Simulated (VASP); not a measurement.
# Si (a cell with a defect) in VASP: relaxation of the atoms with PBE+D3(BJ)

Aim: the relaxation of the atoms of Si (a cell with a defect) with PBE+D3(BJ).

All numbers are computed with VASP 6.6.1; they aren't measurements. Logs are shortened: lines on timing, memory, paths and dates and some standing lists are left out, and cuts for length are marked.

## (1) The cell of the first run

The cell holds a defect, 17 atoms: a = 7.679 Å, b = 7.679 Å, c = 7.679 Å, α = 60.00°, β = 60.00°, γ = 60.00°.

## (2) Relaxation of the atoms, PBE+D3(BJ)

The input, INCAR:

```
  PREC = Accurate
  ENCUT = 520
  EDIFF = 1E-6
  ISMEAR = 0
  SIGMA = 0.05
  LREAL = Auto
  LASPH = True
  NELM = 80
  ALGO = Normal
  ISIF = 2
  LWAVE = False
  LCHARG = False
  GGA = PE
  IVDW = 12
  IBRION = 2
  NSW = 80
  EDIFFG = -0.03
```

The input, KPOINTS:

```
regular mesh
0
Gamma
  2 2 2
```

The input, POSCAR:

```
Si
1.0
    0.0000000000      5.4300000000      5.4300000000
    5.4300000000      0.0000000000      5.4300000000
    5.4300000000      5.4300000000      0.0000000000
Si
17
Direct
    0.0000000000      0.0000000000      0.0000000000
    0.1250000000      0.1250000000      0.1250000000
    0.0000000000      0.0000000000      0.5000000000
    0.1250000000      0.1250000000      0.6250000000
    0.0000000000      0.5000000000      0.0000000000
    0.1250000000      0.6250000000      0.1250000000
    0.0000000000      0.5000000000      0.5000000000
    0.1250000000      0.6250000000      0.6250000000
    0.5000000000      0.0000000000      0.0000000000
    0.6250000000      0.1250000000      0.1250000000
    0.5000000000      0.0000000000      0.5000000000
    0.6250000000      0.1250000000      0.6250000000
    0.5000000000      0.5000000000      0.0000000000
    0.6250000000      0.6250000000      0.1250000000
    0.5000000000      0.5000000000      0.5000000000
    0.6250000000      0.6250000000      0.6250000000
    0.8752974500      0.3796387400      0.3738513500
```

Potentials or basis: VASP PAW PBE potentials, release 64 (Si).

Launch:

```sh
cat potpaw_PBE.64/Si/POTCAR > POTCAR
mpirun -np 1 vasp_std > vasp.out
```

OUTCAR:

```text
PREC = Accurate
   ENCUT = 520
   EDIFF = 1E-6
   ISMEAR = 0
   LREAL = Auto
   LASPH = True
   NELM = 80
   ISIF = 2
   GGA = PE
   IVDW = 12
   IBRION = 2
   NSW = 80
   EDIFFG = -0.03
 IVDW          = 12

 ion  position               nearest neighbor table
   1  0.000  0.000  0.000-   2 2.35   4 2.35   6 2.35  10 2.35
   2  0.125  0.125  0.125-   1 2.35   3 2.35   5 2.35   9 2.35  17 2.73
   3  0.000  0.000  0.500-   2 2.35   4 2.35   8 2.35  12 2.35  17 2.38
   4  0.125  0.125  0.625-   1 2.35   3 2.35   7 2.35  11 2.35  17 2.72
   5  0.000  0.500  0.000-  17 2.34   6 2.35   8 2.35  14 2.35   2 2.35
   6  0.125  0.625  0.125-   1 2.35   5 2.35   7 2.35  13 2.35  17 2.69
   7  0.000  0.500  0.500-  17 2.33   6 2.35   8 2.35  16 2.35   4 2.35
   8  0.125  0.625  0.625-   3 2.35   5 2.35   7 2.35  15 2.35
   9  0.500  0.000  0.000-   2 2.35  10 2.35  12 2.35  14 2.35
  10  0.625  0.125  0.125-   1 2.35   9 2.35  11 2.35  13 2.35
  11  0.500  0.000  0.500-   4 2.35  10 2.35  12 2.35  16 2.35
  12  0.625  0.125  0.625-   3 2.35   9 2.35  11 2.35  15 2.35  17 2.74
  13  0.500  0.500  0.000-   6 2.35  10 2.35  14 2.35  16 2.35
  14  0.625  0.625  0.125-   5 2.35   9 2.35  13 2.35  15 2.35  17 2.71
  15  0.500  0.500  0.500-   8 2.35  12 2.35  14 2.35  16 2.35  17 2.35
  16  0.625  0.625  0.625-   7 2.35  11 2.35  13 2.35  15 2.35  17 2.70
  17  0.875  0.380  0.374-   7 2.33   5 2.34  15 2.35   3 2.38   6 2.69  16 2.70  14 2.71   4 2.72
                             2 2.73  12 2.74

  LATTYP: Found a face centered cubic cell.
 ALAT       =    10.8600000000

  Lattice vectors:

 A1 = (   0.0000000000,   5.4300000000,   5.4300000000)
 A2 = (   5.4300000000,   0.0000000000,   5.4300000000)
 A3 = (   5.4300000000,   5.4300000000,   0.0000000000)

Analysis of symmetry for initial positions (statically):
=====================================================================
 Subroutine PRICEL returns:
 Original cell was already a primitive cell.

 Routine SETGRP: Setting up the symmetry group for a
 face centered cubic supercell.

 Subroutine GETGRP returns: Found  1 space group operations
 (whereof  1 operations were pure point group operations)
 out of a pool of 48 trial point group operations.

The static configuration has the point symmetry C_1 .

Analysis of symmetry for dynamics (positions and initial velocities):
=====================================================================
 Subroutine PRICEL returns:
 Original cell was already a primitive cell.

 Routine SETGRP: Setting up the symmetry group for a
 face centered cubic supercell.

 Subroutine GETGRP returns: Found  1 space group operations
 (whereof  1 operations were pure point group operations)
 out of a pool of 48 trial point group operations.

The dynamic configuration has the point symmetry C_1 .

 Subroutine INISYM returns: Found  1 space group operations
 (whereof  1 operations are pure point group operations),
 and found     1 'primitive' translations

[... 90 lines left out ...]
   number of dos      NEDOS =    301   number of ions     NIONS =     17
   total plane-waves  NPLWV = 216000
   dimension x,y,z NGX =    60 NGY =   60 NGZ =   60
   dimension x,y,z NGXF=   120 NGYF=  120 NGZF=  120
   ions per type =              17
   NGX,Y,Z   is equivalent  to a cutoff of  12.99, 12.99, 12.99 a.u.
   NGXF,Y,Z  is equivalent  to a cutoff of  25.98, 25.98, 25.98 a.u.
 SYSTEM =  unknown system
   PREC   = accura    normal or accurate (medium, high low for compatibility)
   ISTART =      0    job   : 0-new  1-cont  2-samecut
   ICHARG =      2    charge: 1-file 2-atom 10-const
   ISPIN  =      1    spin polarized calculation?
   LNONCOLLINEAR =      F non collinear calculations
   LSORBIT =      F    spin-orbit coupling
   LASPH  =      T    aspherical Exc in radial PAW
   ENCUT  =  520.0 eV  38.22 Ry    6.18 a.u.  14.28 14.28 14.28*2*pi/ulx,y,z
   NELM   =     80;   NELMIN=  2; NELMDL= -5     # of ELM steps
   EDIFF  = 0.1E-05   stopping-criterion for ELM
   LREAL  =      T    real-space projection
   EDIFFG = -.3E-01   stopping-criterion for IOM
   NSW    =     80    number of steps for IOM
   IBRION =      2    ionic relax: 0-MD 1-quasi-New 2-CG
   NFREE  =      1    steps in history (QN), initial steepest desc. (CG)
   ISIF   =      2    stress and relaxation
   ISYM   =      2    0-nonsym 1-usesym 2-fastsym
   POTIM  = 0.5000    time-step for ionic-motion
   TEBEG  =    0.0;   TEEND  =   0.0 temperature during run
   PSTRESS=    0.0 pullay stress
   NELECT =      68.0000    total number of electrons
   NUPDOWN=      -1.0000    fix difference up-down
   EMIN   =  10.00;   EMAX   =-10.00  energy-range for DOS
   EFERMI =   0.00;   METHOD = LEGACY
   ISMEAR =     0;   SIGMA  =   0.05  broadening in eV -4-tet -1-fermi 0-gaus
   EFERMI_NEDOS =   21; number of points for ismear=-14 and -15
   IALGO  =     38    algorithm
   IMIX   =      4    mixing-type and parameters
     AMIX     =   0.40;   BMIX     =  1.00
     AMIX_MAG =   1.60;   BMIX_MAG =  1.00
  volume/ion in A,a.u.               =      18.84       127.11
  Fermi-wavevector in a.u.,A,eV,Ry     =   0.976715  1.845724 12.979587  0.953973
  Thomas-Fermi vector in A             =   2.107356
   LORBIT       =      0    0 simple, 1 ext, 2 COOP (PROOUT), +10 PAW based schemes
   GGA     = PE    functional components
   LHFCALC =     F    Hartree Fock is set to
   AEXX    =    0.0000 exact exchange contribution
   IVDW    =    12    specifies the selected vdW correction
   LEPSILON=     F    determine dielectric tensor
   LRPA    =     F    only Hartree local field effects (RPA)
 conjugate gradient relaxation of ions
 non-spin polarized calculation
 Gauss-broadening in eV      SIGMA  =   0.05
  energy-cutoff  :      520.00
  volume of cell :      320.21
 maximum number of plane-waves:      8646
 NGX is ok and might be reduce to    60
   NGX = 29   NGY = 29   NGZ = 29

--------------------------------------- Ionic step        1  -------------------------------------------

 number of electron      68.0000003 magnetization

 Free energy of the ion-electron system (eV)
  ---------------------------------------------------
  ext. energy  EPLUGINS =         0.00000000
  ---------------------------------------------------
  free energy    TOTEN  =       -87.87215468 eV

  energy without entropy =      -87.86251352  energy(sigma->0) =      -87.86733410

------------------------ aborting loop because EDIFF is reached ----------------------------------------

 Edisp (eV)   -5.64460

 E8    (eV) :    -2.3350
[... 266 lines left out ...]
--------------------------------------- Ionic step        6  -------------------------------------------

 number of electron      68.0000001 magnetization

 Free energy of the ion-electron system (eV)
  ---------------------------------------------------
  ext. energy  EPLUGINS =         0.00000000
  ---------------------------------------------------
  free energy    TOTEN  =       -87.99590783 eV

  energy without entropy =      -87.98594991  energy(sigma->0) =      -87.99092887

 E-fermi :   6.9101     XC(G=0):  -9.6742

 val. band max:        6.6774657446   @ k =   0.0000   0.0000   0.0000
 cond. band min:       6.9257310867   @ k =   0.5000   0.0000   0.5000
 fundamental gap:      0.2482653421
 Fermi energy:         6.9100520399

 k-point     1 :       0.0000    0.0000    0.0000
  band No.  band energies     occupation
      1      -6.3200      2.00000
      2      -3.7733      2.00000
      3      -3.6295      2.00000
      4      -3.6288      2.00000
      5      -3.6276      2.00000
      6      -2.8086      2.00000
[... 405 lines left out ...]
  FREE ENERGIE OF THE ION-ELECTRON SYSTEM (eV)
  ---------------------------------------------------
  free  energy   TOTEN  =       -93.6392825752 eV

  energy  without entropy=      -93.6293246616  energy(sigma->0) =      -93.63430362

 reached required accuracy - stopping structural energy minimisation
```

CONTCAR:

```text
Si
   1.00000000000000
     0.0000000000000000    5.4299999999999997    5.4299999999999997
     5.4299999999999997    0.0000000000000000    5.4299999999999997
     5.4299999999999997    5.4299999999999997    0.0000000000000000
  Si
    17
Direct
     0.9986394988297299    0.0005725292010672    0.0004224777673969
     0.1279475709752264    0.1221362924558022    0.1220023205471327
     0.0017674261777668    0.9946546702178908    0.5017792151841285
     0.1279697043940740    0.1221423756254193    0.6279575471423957
     0.0022357396598970    0.5021627537994673    0.9933058775319159
     0.1280243234620862    0.6280610149992145    0.1219926584347389
[... 9 lines left out ...]
     0.6220307422367497    0.6280475647955276    0.6279986289527394
     0.8750825527155803    0.3766008368368646    0.3746014458396022

  0.00000000E+00  0.00000000E+00  0.00000000E+00
  0.00000000E+00  0.00000000E+00  0.00000000E+00
  0.00000000E+00  0.00000000E+00  0.00000000E+00
  0.00000000E+00  0.00000000E+00  0.00000000E+00
  0.00000000E+00  0.00000000E+00  0.00000000E+00
  0.00000000E+00  0.00000000E+00  0.00000000E+00
[... 9 lines left out ...]
  0.00000000E+00  0.00000000E+00  0.00000000E+00
  0.00000000E+00  0.00000000E+00  0.00000000E+00
```

Run time: 9 min. Hardware: 1 thread of Intel Xeon Platinum 8488C (Sapphire Rapids), shared host; peak memory 0.54 GiB.

Results:

| Property | Result |
| --- | --- |
| Free energy | -93.6393 eV |
| Energy gained by relaxing | 7.2 meV/atom |
| Ionic steps | 6 |
| Pressure after relaxing | 2.4 GPa |
| Largest force after relaxing | 0.020 eV/Å |
| Band gap on the k mesh | zero (bands 34 and 35 overlap by 0.25 eV) |
| Dispersion energy per atom | -0.332 eV |

Forces in eV/Å, atoms in the order of the input:
```
Si  -0.003  0.002 -0.002
Si   0.003 -0.006  0.004
Si  -0.003  0.006 -0.001
Si   0.007 -0.003  0.007
Si   0.005 -0.001  0.007
Si   0.001  0.003 -0.005
Si   0.001 -0.005  0.003
Si  -0.004  0.001 -0.005
Si   0.001  0.004  0.000
Si   0.000  0.000  0.000
Si  -0.003  0.000 -0.002
Si   0.003 -0.004  0.002
Si   0.003 -0.004  0.002
Si  -0.003  0.004  0.000
Si   0.007 -0.004  0.003
Si  -0.004  0.004  0.003
Si  -0.012  0.004 -0.016
```

Step by step:
| step | energy change (eV) | largest force (eV/Å) | pressure (GPa) |
| --- | --- | --- | --- |
| 1 | 0.0000 | 1.0150 | 2.89 |
| 2 | -0.1193 | 0.1141 | 2.41 |
| 3 | -0.1200 | 0.1263 | 2.38 |
| 4 | -0.1220 | 0.0498 | 2.39 |
| 5 | -0.1222 | 0.0659 | 2.39 |
| 6 | -0.1225 | 0.0204 | 2.39 |

Final structure:
```xyz
17
Lattice="0.0000 5.4300 5.4300 5.4300 0.0000 5.4300 5.4300 5.4300 0.0000" Properties=species:S:1:pos:R:3 pbc="T T T"
Si    0.0054    5.4249    5.4257
Si    1.3257    1.3572    1.3580
Si    8.1256    2.7343    5.4106
Si    4.0730    4.1047    1.3581
Si    8.1204    5.4058    2.7389
Si    4.0728    1.3576    4.1055
Si    5.4564    2.7418    2.7412
Si    6.7920    4.0714    4.0788
Si    0.0048    2.7192    2.7200
Si    1.3573    4.0726    4.0722
Si    2.7108    5.4252    2.7204
Si    4.0728    6.7873    4.0409
Si    2.7098    2.7205    5.4250
Si    4.0726    4.0400    6.7878
Si    5.4527    5.4071    5.4067
Si    6.8203    6.7877    6.7879
Si    4.0790    6.7858    6.7966
```

Caveat: the k points lie up to 0.50 Å⁻¹ apart.

The gap in the log of VASP goes by the Fermi energy; the results here count the filled bands.